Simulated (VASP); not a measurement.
Wanted: the native input for a VASP 6.6.1 run.

- Task: electric field gradients
- Functional: r2SCAN
- Dispersion: D3(BJ)
- Potentials or basis: VASP PAW PBE potentials, release 64 (Cd, I)
- Cutoff: 440 eV
- k mesh: 8 × 8 × 5
- Occupations: fermi-dirac, width 0.03 eV
- Spin: no spin polarisation
- Dipole correction: no
- Further INCAR settings: ALGO = Normal; EDIFF = 1e-08; NBANDS = 20

The system is CdI2.

```
CELL_PARAMETERS angstrom
4.24400 0.00000 0.00000
-2.12200 3.67541 0.00000
0.00000 0.00000 6.85900
ATOMIC_POSITIONS crystal
Cd 0.00000 0.00000 0.00000
I 0.33333 0.66667 0.24920
I 0.66667 0.33333 0.75080
```

One way to write it, as run:

POSCAR

```
CdI2
1.0
    4.2439992147      0.0000000000      0.0000000000
   -2.1219996073      3.6754111335      0.0000000000
    0.0000000000      0.0000000000      6.8590000000
Cd I
1 2
Direct
    0.0000000000      0.0000000000      0.0000000000
    0.3333333333      0.6666666667      0.2492000000
    0.6666666667      0.3333333333      0.7508000000
```

INCAR.step1

```
  PREC = Accurate
  ENCUT = 440
  ISMEAR = -1
  SIGMA = 0.03
  LREAL = False
  LASPH = True
  NELM = 120
  NBANDS = 20
  GGA = PE
  ALGO = Normal
  EDIFF = 1E-5
  LWAVE = True
  LCHARG = False
  GGA_COMPAT = False
```

INCAR.step2

```
  PREC = Accurate
  ENCUT = 440
  EDIFF = 1E-8
  ISMEAR = -1
  SIGMA = 0.03
  LREAL = False
  LASPH = True
  NELM = 120
  ALGO = Normal
  ISIF = 2
  LWAVE = False
  LCHARG = False
  METAGGA = R2SCAN
  LMIXTAU = True
  IVDW = 12
  VDW_S6 = 1.0
  VDW_S8 = 0.78981345
  VDW_A1 = 0.49484001
  VDW_A2 = 5.73083694
  LEFG = True
  NBANDS = 20
  ISTART = 1
  GGA_COMPAT = False
```

KPOINTS

```
Automatic mesh
0
Gamma
  8 8 5
```

Potentials or basis: VASP PAW PBE potentials, release 64 (Cd, I).

The run is started by

```sh
$ cat potpaw_PBE.64/Cd/POTCAR potpaw_PBE.64/I/POTCAR > POTCAR
$ cp INCAR.step1 INCAR
$ mpirun -np 1 vasp_std > vasp.out
$ cp INCAR.step2 INCAR
$ mpirun -np 1 vasp_std > vasp.out
```

Results of the run:

The pressure is 0.4 GPa and the largest force is 0.080 eV/Å. The band gap on the k mesh is 2.81 eV, indirect (least direct gap 3.16 eV) and the dispersion energy per atom is -0.155 eV.

Caveat: without QUAD_EFG the Cq values of the log hold for a quadrupole moment of 1 mb, not for the nuclei; the PAW data sets were made with another functional, which shifts forces and pressure a little; spin-orbit coupling is left out, which moves the levels of the heavy elements.

It used 470 s of CPU time on 1 thread of AMD EPYC 7R13 Processor (Zen 3), on a shared host.
